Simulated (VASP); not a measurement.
Set up this calculation in VASP 6.6.1, as the native input.

- Task: electric field gradients
- Functional: PBE
- Potentials or basis: VASP PAW PBE potentials, release 64 (Hf_pv, B)
- Cutoff: 520 eV
- k mesh: 13 × 13 × 13
- Occupations: fermi-dirac, width 0.05 eV
- Spin: no spin polarisation
- Dipole correction: no
- Further INCAR settings: ALGO = Normal; EDIFF = 1e-08; NBANDS = 14

The structure of HfB lies in POSCAR:

```
HfB
1.0
    0.0000000000      1.9483294568      1.9483294568
    1.9483294568      0.0000000000      1.9483294568
    1.9483294568      1.9483294568      0.0000000000
Hf B
1 1
Direct
    0.5000000000      0.5000000000      0.5000000000
    0.0000000000      0.0000000000      0.0000000000
```

This cell differs from its parent crystal: volume scaled by 0.6.

One way to write it, as run:

INCAR

```
ALGO = Normal
EDIFF = 1E-8
ENCUT = 520
GGA = PE
ISIF = 2
ISMEAR = -1
LASPH = True
LCHARG = False
LEFG = True
LREAL = False
LWAVE = False
NBANDS = 14
NELM = 80
PREC = Accurate
SIGMA = 0.05
```

KPOINTS

```
k-points
0
Gamma
  13 13 13
```

Potentials or basis: VASP PAW PBE potentials, release 64 (Hf_pv, B).

Command:

```sh
$ cat potpaw_PBE.64/Hf_pv/POTCAR potpaw_PBE.64/B/POTCAR > POTCAR
$ mpirun -np 1 vasp_std > vasp.out
```

It gave:

```json
{"Pressure": "350.4 GPa"}
```

Caveat: without QUAD_EFG the Cq values of the log hold for a quadrupole moment of 1 mb, not for the nuclei.

It took 26 s on 1 thread of Intel Xeon 8259CL (shared host), peak memory 0.14 GiB.
